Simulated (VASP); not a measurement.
# AlO6 (R-3m) in VASP: notebook

AlO6 is run at these levels: PBE; tasks: single point, relaxation of cell and atoms.

All numbers are computed with VASP 6.6.1; they aren't measurements. Logs are shortened: lines on timing, memory, paths and dates and some standing lists are left out, and cuts for length are marked.

**1. The cell of the first run**

The structure is trigonal, space group R-3m (No. 166). The conventional cell has a = 5.317 Å, b = 5.317 Å, c = 10.337 Å, α = 90.00°, β = 90.00°, γ = 120.00°. Within 2.5 Å of Al (site symmetry -3m) lie 6 O at 1.91 Å. Within 1.8 Å of O (site symmetry m) lie 1 O at 1.32 Å.

**2. Single point, PBE**

INCAR reads:

```
ALGO = Normal ; EDIFF = 1E-6
ENCUT = 520 ; GGA = PE
ISIF = 2 ; ISMEAR = 0
LASPH = True ; LCHARG = False
LREAL = False ; LWAVE = False
NBANDS = 28 ; NELM = 60
PREC = Accurate ; SIGMA = 0.2
```

KPOINTS reads:

```
k-points
0
Gamma
  4 4 4
```

POSCAR reads:

```
AlO6
1.0
    2.6584877359      1.5348786117      3.4457012408
   -2.6584877359      1.5348786117      3.4457012408
    0.0000000000     -3.0697572183      3.4457012430
Al O
1 6
Direct
    0.0000000000      0.0000000000      0.0000000000
    0.0690917676      0.5534814540      0.0690917676
    0.9309082324      0.4465185460      0.9309082324
    0.5534814540      0.0690917676      0.0690917676
    0.4465185460      0.9309082324      0.9309082324
    0.0690917676      0.0690917676      0.5534814540
    0.9309082324      0.9309082324      0.4465185460
```

Potentials or basis: VASP PAW PBE potentials, release 64 (Al, O).

On the command line:

```sh
> cat potpaw_PBE.64/Al/POTCAR potpaw_PBE.64/O/POTCAR > POTCAR
> mpirun -np 1 vasp_std > vasp.out
```

OUTCAR:

```text
EDIFF = 1E-6
   ENCUT = 520
   GGA = PE
   ISIF = 2
   ISMEAR = 0
   LASPH = True
   LREAL = False
   NELM = 60
   PREC = Accurate

 ion  position               nearest neighbor table
   1  0.000  0.000  0.000-   2 1.91   3 1.91   4 1.91   5 1.91   6 1.91   7 1.91
   2  0.069  0.553  0.069-   3 1.32   1 1.91
   3  0.931  0.447  0.931-   2 1.32   1 1.91
   4  0.553  0.069  0.069-   5 1.32   1 1.91
   5  0.447  0.931  0.931-   4 1.32   1 1.91
   6  0.069  0.069  0.553-   7 1.32   1 1.91
   7  0.931  0.931  0.447-   6 1.32   1 1.91

  LATTYP: Found a trigonal (rhomboedric) cell.
 ALAT       =     4.6147877996
 COS(alpha) =     0.3362632776

  Lattice vectors:

 A1 = (   2.6584877359,   1.5348786117,   3.4457012408)
 A2 = (  -2.6584877359,   1.5348786117,   3.4457012408)
 A3 = (   0.0000000000,  -3.0697572183,   3.4457012430)

Analysis of symmetry for initial positions (statically):
=====================================================================
 Subroutine PRICEL returns:
 Original cell was already a primitive cell.

 Routine SETGRP: Setting up the symmetry group for a
 trigonal (rhombohedral) supercell.

 Subroutine GETGRP returns: Found 12 space group operations
 (whereof 12 operations were pure point group operations)
 out of a pool of 12 trial point group operations.

The static configuration has the point symmetry D_3d.

Analysis of symmetry for dynamics (positions and initial velocities):
=====================================================================
 Subroutine PRICEL returns:
 Original cell was already a primitive cell.

 Routine SETGRP: Setting up the symmetry group for a
 trigonal (rhombohedral) supercell.

 Subroutine GETGRP returns: Found 12 space group operations
 (whereof 12 operations were pure point group operations)
 out of a pool of 12 trial point group operations.

The dynamic configuration has the point symmetry D_3d.

 Subroutine INISYM returns: Found 12 space group operations
 (whereof 12 operations are pure point group operations),
 and found     1 'primitive' translations

----------------------------------------------------------------------------------------

                                     Primitive cell
[... 88 lines left out ...]
   NELM   =     60;   NELMIN=  2; NELMDL= -5     # of ELM steps
   EDIFF  = 0.1E-05   stopping-criterion for ELM
   LREAL  =      F    real-space projection
   EDIFFG = 0.1E-04   stopping-criterion for IOM
   NSW    =      0    number of steps for IOM
   IBRION =     -1    ionic relax: 0-MD 1-quasi-New 2-CG
   NFREE  =      0    steps in history (QN), initial steepest desc. (CG)
   ISIF   =      2    stress and relaxation
   ISYM   =      2    0-nonsym 1-usesym 2-fastsym
   POTIM  = 0.5000    time-step for ionic-motion
   TEBEG  =    0.0;   TEEND  =   0.0 temperature during run
   PSTRESS=    0.0 pullay stress
   NELECT =      39.0000    total number of electrons
   NUPDOWN=      -1.0000    fix difference up-down
   EMIN   =  10.00;   EMAX   =-10.00  energy-range for DOS
   EFERMI =   0.00;   METHOD = LEGACY
   ISMEAR =     0;   SIGMA  =   0.20  broadening in eV -4-tet -1-fermi 0-gaus
   EFERMI_NEDOS =   21; number of points for ismear=-14 and -15
   IALGO  =     38    algorithm
   IMIX   =      4    mixing-type and parameters
     AMIX     =   0.40;   BMIX     =  1.00
     AMIX_MAG =   1.60;   BMIX_MAG =  1.00
  volume/ion in A,a.u.               =      12.05        81.33
  Fermi-wavevector in a.u.,A,eV,Ry     =   1.265855  2.392118 21.801813  1.602388
  Thomas-Fermi vector in A             =   2.399086
   LORBIT       =      0    0 simple, 1 ext, 2 COOP (PROOUT), +10 PAW based schemes
   GGA     = PE    functional components
   LHFCALC =     F    Hartree Fock is set to
   AEXX    =    0.0000 exact exchange contribution
   IVDW    =     0    specifies the selected vdW correction
   LEPSILON=     F    determine dielectric tensor
   LRPA    =     F    only Hartree local field effects (RPA)
 non-spin polarized calculation
 Gauss-broadening in eV      SIGMA  =   0.20
  energy-cutoff  :      520.00
  volume of cell :       84.36
 maximum number of plane-waves:      2302
 NGX is ok and might be reduce to    36
   NGX = 17   NGY = 17   NGZ = 17

 number of electron      39.0000026 magnetization

 Free energy of the ion-electron system (eV)
  ---------------------------------------------------
  ext. energy  EPLUGINS =         0.00000000
  ---------------------------------------------------
  free energy    TOTEN  =       -37.81959329 eV

  energy without entropy =      -37.70087071  energy(sigma->0) =      -37.76023200

 E-fermi :   1.2252     XC(G=0):  -9.0396

 val. band max:        1.1946317505   @ k =   0.5000   0.2500   0.0000
 cond. band min:       1.2444500704   @ k =   0.5000   0.2500   0.2500
 fundamental gap:      0.0498183199
 Fermi energy:         1.2252051961

 k-point     1 :       0.0000    0.0000    0.0000
  band No.  band energies     occupation
      1     -23.3991      2.00000
      2     -22.5497      2.00000
      3     -22.5497      2.00000
      4     -13.9197      2.00000
      5     -13.9197      2.00000
      6     -13.7096      2.00000
[... 392 lines left out ...]
     27      10.9606      0.00000
     28      12.5772      0.00000

------------------------ aborting loop because EDIFF is reached ----------------------------------------

  FORCE on cell =-STRESS in cart. coord.  units (eV):
  Direction    XX          YY          ZZ          XY          YZ          ZX
  --------------------------------------------------------------------------------------
  -------------------------------------------------------------------------------------
  Total        0.2232030      0.2232030      1.5821897      0.0000000      0.0000000      0.0000000
  in kB        4.2390932      4.2390932     30.0491071      0.0000000      0.0000000      0.0000000
  external PRESSURE =      12.8424312 kB  Pullay stress =       0.0000000 kB

 VOLUME and BASIS-vectors are now :
 -----------------------------------------------------------------------------
  energy-cutoff  :      520.00
  volume of cell :       84.36
      direct lattice vectors                 reciprocal lattice vectors
     2.658487736  1.534878612  3.445701241     0.188076850  0.108586220  0.096738896
    -2.658487736  1.534878612  3.445701241    -0.188076850  0.108586220  0.096738896
     0.000000000 -3.069757218  3.445701243     0.000000000 -0.217172440  0.096738896

 POSITION                                       TOTAL-FORCE (eV/Angst)
 -----------------------------------------------------------------------------------
      0.00000      0.00000      0.00000        -0.000000      0.000000      0.000000
     -1.28774      0.74348      2.38327         0.011324     -0.006538      0.393698
      1.28774     -0.74348      7.95383        -0.011324      0.006538     -0.393698
      1.28774      0.74348      2.38327        -0.011324     -0.006538      0.393698
     -1.28774     -0.74348      7.95383         0.011324      0.006538     -0.393698
      0.00000     -1.48696      2.38327         0.000000      0.013076      0.393698
      0.00000      1.48696      7.95383         0.000000     -0.013076     -0.393698
 -----------------------------------------------------------------------------------
    total drift:                               -0.000000      0.000000      0.000000

  FREE ENERGIE OF THE ION-ELECTRON SYSTEM (eV)
  ---------------------------------------------------
  free  energy   TOTEN  =       -37.8195932930 eV

  energy  without entropy=      -37.7008707148  energy(sigma->0) =      -37.76023200
```

OSZICAR:

```text
N       E                     dE             d eps       ncg     rms          rms(c)
DAV:   1     0.232809165073E+03    0.23281E+03   -0.20579E+04   736   0.126E+03
DAV:   2    -0.253515782626E+02   -0.25816E+03   -0.25242E+03   932   0.303E+02
DAV:   3    -0.394329810194E+02   -0.14081E+02   -0.13939E+02   952   0.737E+01
DAV:   4    -0.395686143791E+02   -0.13563E+00   -0.13550E+00   912   0.780E+00
DAV:   5    -0.395702310877E+02   -0.16167E-02   -0.16166E-02   912   0.825E-01    0.108E+01
DAV:   6    -0.380377198690E+02    0.15325E+01   -0.23139E+00   888   0.979E+00    0.535E+00
DAV:   7    -0.378093872529E+02    0.22833E+00   -0.85232E-01   836   0.620E+00    0.167E+00
DAV:   8    -0.378184127520E+02   -0.90255E-02   -0.82025E-02   928   0.203E+00    0.390E-01
DAV:   9    -0.378198077533E+02   -0.13950E-02   -0.87142E-03   824   0.542E-01    0.165E-01
DAV:  10    -0.378196171453E+02    0.19061E-03   -0.13099E-03   824   0.239E-01    0.366E-02
DAV:  11    -0.378195990244E+02    0.18121E-04   -0.10670E-04   856   0.708E-02    0.900E-03
DAV:  12    -0.378195946398E+02    0.43846E-05   -0.36144E-06   856   0.144E-02    0.696E-03
DAV:  13    -0.378195932687E+02    0.13710E-05   -0.14677E-06   660   0.790E-03    0.194E-03
DAV:  14    -0.378195932930E+02   -0.24240E-07   -0.40391E-07   596   0.404E-03
   1 F= -.37819593E+02 E0= -.37760232E+02  d E =-.118723E+00
```

Run time: 34 s. Hardware: 1 thread of Intel Xeon Platinum 8488C (Sapphire Rapids), shared host; peak memory 0.2 GiB.

What came out:

* Free energy: -37.8196 eV
* Pressure: 1.3 GPa
* Largest force: 0.394 eV/Å

Forces on the atoms (eV/Å):
```
Al   0.000  0.000  0.000
O    0.011 -0.007  0.394
O   -0.011  0.007 -0.394
O   -0.011 -0.007  0.394
O    0.011  0.007 -0.394
O    0.000  0.013  0.394
O    0.000 -0.013 -0.394
```

Caveat: the k points lie up to 0.37 Å⁻¹ apart; an odd number of electrons without spin polarisation forces a metal; a magnetic or distorted state may lie lower.

**3. Relaxation of cell and atoms, PBE**

This run uses another cell than the first one, of 9.76 Å³/atom, 0.810 times its volume.

INCAR reads:

```
ALGO = Normal
EDIFF = 1E-7
EDIFFG = -0.08
ENCUT = 600
GGA = PE
IBRION = 2
ISIF = 3
ISMEAR = 0
LASPH = T
LCHARG = F
LREAL = F
LWAVE = F
NELM = 100
NSW = 36
PREC = Accurate
SIGMA = 0.2
```

KPOINTS is that of step 2.

POSCAR reads:

```
AlO6
1.0
    2.4000000000      1.3856406500      3.4233333300
   -2.4000000000      1.3856406500      3.4233333300
    0.0000000000     -2.7712812900      3.4233333300
Al O
1 6
Direct
    0.0000000000      0.0000000000      0.0000000000
    0.0814000000      0.5243000000      0.0814000000
    0.9186000000      0.4757000000      0.9186000000
    0.5243000000      0.0814000000      0.0814000000
    0.4757000000      0.9186000000      0.9186000000
    0.0814000000      0.0814000000      0.5243000000
    0.9186000000      0.9186000000      0.4757000000
```

Potentials or basis: VASP PAW PBE potentials, release 64 (Al, O).

On the command line:

```sh
> cat potpaw_PBE.64/Al/POTCAR potpaw_PBE.64/O/POTCAR > POTCAR
> mpirun -np 1 vasp_std > vasp.out
```

OUTCAR:

```text
EDIFF = 1E-7
   EDIFFG = -0.08
   ENCUT = 600
   GGA = PE
   IBRION = 2
   ISIF = 3
   ISMEAR = 0
   LASPH = T
   LREAL = F
   NELM = 100
   NSW = 36
   PREC = Accurate

 ion  position               nearest neighbor table
   1  0.000  0.000  0.000-   6 1.88   7 1.88   4 1.88   5 1.88   2 1.88   3 1.88   6 2.65   7 2.65
                             4 2.65   2 2.65   3 2.65   5 2.65
   2  0.081  0.524  0.081-   3 1.32   1 1.88   1 2.65
   3  0.919  0.476  0.919-   2 1.32   1 1.88   1 2.65
   4  0.524  0.081  0.081-   5 1.32   1 1.88   1 2.65
   5  0.476  0.919  0.919-   4 1.32   1 1.88   1 2.65
   6  0.081  0.081  0.524-   7 1.32   1 1.88   1 2.65
   7  0.919  0.919  0.476-   6 1.32   1 1.88   1 2.65

  LATTYP: Found a trigonal (rhomboedric) cell.
 ALAT       =     4.4044535529
 COS(alpha) =     0.4061614186

  Lattice vectors:

 A1 = (   2.4000000000,   1.3856406500,   3.4233333300)
 A2 = (  -2.4000000000,   1.3856406500,   3.4233333300)
[... 642 lines left out ...]

--------------------------------------- Ionic step       12  -------------------------------------------

 number of electron      39.0000042 magnetization

------------------------ aborting loop because EDIFF is reached ----------------------------------------
[... 77 lines left out ...]
--------------------------------------- Ionic step       14  -------------------------------------------

 number of electron      39.0000040 magnetization

 Free energy of the ion-electron system (eV)
  ---------------------------------------------------
  ext. energy  EPLUGINS =         0.00000000
  ---------------------------------------------------
  free energy    TOTEN  =       -37.79985315 eV

  energy without entropy =      -37.68088889  energy(sigma->0) =      -37.74037102

 E-fermi :   1.0411     XC(G=0):  -8.9872

 val. band max:        1.0081713038   @ k =   0.5000   0.5000   0.2500
 cond. band min:       1.0557739149   @ k =   0.5000   0.2500   0.2500
 fundamental gap:      0.0476026111
 Fermi energy:         1.0411194194

 k-point     1 :       0.0000    0.0000    0.0000
  band No.  band energies     occupation
      1     -23.3084      2.00000
      2     -22.4711      2.00000
      3     -22.4711      2.00000
      4     -14.1022      2.00000
      5     -14.1022      2.00000
      6     -13.8221      2.00000
[... 361 lines left out ...]
  FREE ENERGIE OF THE ION-ELECTRON SYSTEM (eV)
  ---------------------------------------------------
  free  energy   TOTEN  =       -37.7998531514 eV

  energy  without entropy=      -37.6808888879  energy(sigma->0) =      -37.74037102

 reached required accuracy - stopping structural energy minimisation
```

CONTCAR:

```text
AlO6
   1.00000000000000
     2.6795037644949264    1.5470122242911228    3.4309619901955184
    -2.6795037644949264    1.5470122242911228    3.4309619901955184
     0.0000000000000000   -3.0940244373966679    3.4309619902113520
  Al              O
     1     6
Direct
     0.0000000000000000    0.0000000000000000    0.0000000000000000
     0.0694620620008071    0.5552057257603756    0.0694620620009389
     0.9305379379991928    0.4447942742396244    0.9305379379990609
     0.5552057257603756    0.0694620620008072    0.0694620620009390
     0.4447942742396244    0.9305379379991928    0.9305379379990609
     0.0694620620003612    0.0694620620003612    0.5552057257612069
     0.9305379379996386    0.9305379379996386    0.4447942742387934

  0.00000000E+00  0.00000000E+00  0.00000000E+00
  0.00000000E+00  0.00000000E+00  0.00000000E+00
  0.00000000E+00  0.00000000E+00  0.00000000E+00
  0.00000000E+00  0.00000000E+00  0.00000000E+00
  0.00000000E+00  0.00000000E+00  0.00000000E+00
  0.00000000E+00  0.00000000E+00  0.00000000E+00
  0.00000000E+00  0.00000000E+00  0.00000000E+00
```

Wall time 4.7 min (1 thread of Intel Xeon Platinum 8488C (Sapphire Rapids), shared host); peak memory 0.21 GiB.

What came out:

```
Free energy                            : -37.7999 eV
Relaxed volume                         : 12.19 Å³/atom
Relaxed cell                           : a = 4.620 Å, b = 4.620 Å, c = 4.620 Å, α = 70.90°, β = 70.90°, γ = 70.90°
Space group after relaxing (to 0.05 Å) : R-3m (No. 166)
Energy gained by relaxing              : 216.0 meV/atom
Ionic steps                            : 14
Pressure after relaxing                : -0.3 GPa
Largest force after relaxing           : 0.072 eV/Å
```

Forces in eV/Å, atoms in the order of the input:
```
Al   0.000  0.000  0.000
O    0.024 -0.014 -0.067
O   -0.024  0.014  0.067
O   -0.024 -0.014 -0.067
O    0.024  0.014  0.067
O    0.000  0.027 -0.067
O    0.000 -0.027  0.067
```

Step by step:
```csv
step,energy change (eV),largest force (eV/Å),pressure (GPa),volume (Å³)
1,0.0000,2.3932,22.32,68.31
2,-0.5694,3.6609,-7.29,82.65
3,-0.9695,2.3125,1.19,76.43
4,-0.7396,5.6687,10.20,85.81
5,-1.4216,0.5135,3.21,80.73
6,-1.4684,0.2416,-1.28,84.20
7,-1.4685,0.2231,-1.16,84.09
8,-1.4835,0.6097,-0.71,86.18
9,-1.4878,0.3415,-0.89,85.51
10,-1.5039,0.0126,-1.43,85.97
11,-1.5057,0.1290,-1.65,86.17
12,-1.5045,0.4004,0.67,85.45
13,-1.5101,0.1137,-0.58,85.83
14,-1.5117,0.0720,-0.29,85.33
```

Final structure:
```xyz
7
Lattice="2.6795 1.5470 3.4310 -2.6795 1.5470 3.4310 0.0000 -3.0940 3.4310" Properties=species:S:1:pos:R:3 pbc="T T T"
Al    0.0000    0.0000    0.0000
O    -1.3016    0.7515    2.3815
O     1.3016   -0.7515    7.9114
O     1.3016    0.7515    2.3815
O    -1.3016   -0.7515    7.9114
O     0.0000   -1.5029    2.3815
O     0.0000    1.5029    7.9114
```

Caveat: the k points lie up to 0.37 Å⁻¹ apart in the final cell; the volume moved by over 15 % at a fixed basis, so the end points are rough; an odd number of electrons without spin polarisation forces a metal; a magnetic or distorted state may lie lower; the relaxation stopped at a loose force limit of 0.08 eV/Å, so its end isn't a converged minimum.

(Part 1 of 2 ends here.)
